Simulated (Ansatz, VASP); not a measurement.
## Two plane-wave programs on LiF

```xyz
4
Lattice="3.1487 0.0380 0.0483 -1.5415 2.7011 0.0213 0.0759 0.0825 4.7948" Properties=species:S:1:pos:R:3 pbc="T T T"
Li    0.0585    1.8384    1.8835
Li    1.6311    1.0325    4.2435
F     0.1010    1.8688    4.7971
F     1.6327    0.9655    2.4011
```

Change from the starting cell: all atoms moved at random, cell strained at random.

Alike in both runs: task single point; functional PBEsol; k mesh 9 × 9 × 6; occupations gaussian, width 0.02 eV; no spin polarisation.

```csv
,VASP,Ansatz
version,VASP 6.6.1,Ansatz 0.2.0
potentials or method,"VASP PAW PBE potentials, release 64 (Li_sv, F), cutoff 750 eV","scalar-relativistic, plane waves, PAW"
valence electrons in the cell,20,20
```

```tsv
	VASP	Ansatz	Ansatz less VASP
gap on the k mesh at the Fermi level (eV)	7.40	7.42	+0.013
least direct gap on the mesh (eV)	7.40	7.42	+0.013
pressure (GPa)	-1.5	-1.3	+0.20
traceless stress, the component that is largest in VASP (GPa)	1.25	1.22	-0.029
rms of the force components (eV/Å)	0.131	0.125	-0.0069
```

VASP's potentials were made for PBE, not for PBEsol. Atom by atom the forces differ by 0.008 eV/Å (rms over components).
